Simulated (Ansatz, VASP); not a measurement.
# AlRu in VASP and in Ansatz

```
Al Ru
1.0
     2.99160    0.00000    0.00000
     0.00000    2.99160    0.00000
     0.00000    0.00000    2.99160
Al Ru
1 1
Direct
  0.00000 0.00000 0.00000
  0.50000 0.50000 0.50000
```

Alike in both runs: task electric field gradients; functional PBEsol; k mesh 12 × 12 × 12; occupations fermi-dirac, width 0.05 eV; no spin polarisation.

|  | VASP | Ansatz |
| --- | --- | --- |
| version | VASP 6.6.1 | Ansatz 0.2.0 |
| potentials or method | VASP PAW PBE potentials, release 64 (Al, Ru_pv), cutoff 520 eV | all-electron PAW with datasets made for the crystal, scalar-relativistic |

|  | VASP | Ansatz | Ansatz less VASP |
| --- | --- | --- | --- |
| pressure (GPa) | -3.3 | -3.4 | -0.10 |

VASP's potentials were made for PBE, not for PBEsol. Ansatz ran all-electron here, and VASP with PAW potentials.
